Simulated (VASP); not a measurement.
Here is a VASP 6.6.1 calculation.

POSCAR

```
SiC
1.0
    0.0000000000      2.1780523476      2.1780523476
    2.1780523476      0.0000000000      2.1780523476
    2.1780523476      2.1780523476      0.0000000000
Si C
1 1
Direct
    0.0000000000      0.0000000000      0.0000000000
    0.2500000000      0.2500000000      0.2500000000
```

File INCAR.step1:

```
SYSTEM = SiC
ALGO = Normal
EDIFF = 1E-5
ENCUT = 520
GGA = PE
ISIF = 2
ISMEAR = 0
LASPH = .True.
LCHARG = .False.
LREAL = .False.
LWAVE = .True.
NBANDS = 11
NELM = 100
PREC = Accurate
SIGMA = 0.01
```

File INCAR.step2:

```
SYSTEM = SiC
AEXX = 0.15
ALGO = Normal
EDIFF = 1E-6
ENCUT = 520
GGA = PE
HFSCREEN = 0.5
ISIF = 2
ISMEAR = 0
ISTART = 1
LASPH = .True.
LCHARG = .False.
LHFCALC = .True.
LREAL = .False.
LWAVE = .False.
NBANDS = 11
NELM = 100
PREC = Accurate
PRECFOCK = Normal
SIGMA = 0.01
```

The input KPOINTS:

```
k-points
0
Gamma
  4 4 4
  0 0 0
```

Potentials or basis: VASP PAW PBE potentials, release 64 (Si, C).

The run is started by

```console
$ cat potpaw_PBE.64/Si/POTCAR potpaw_PBE.64/C/POTCAR > POTCAR
$ cp INCAR.step1 INCAR
$ mpirun -np 1 vasp_std > vasp.out
$ cp INCAR.step2 INCAR
$ mpirun -np 1 vasp_std > vasp.out
```

Q: Predict the band gap on the k mesh.

A: 1.56 eV, indirect (least direct gap 4.89 eV).

Q: What does it give for the pressure?

A: 1.7 GPa.

Caveat: the k points lie up to 0.62 Å⁻¹ apart; the PAW data sets were made with another functional, which shifts forces and pressure a little. A k mesh can miss the band edges.
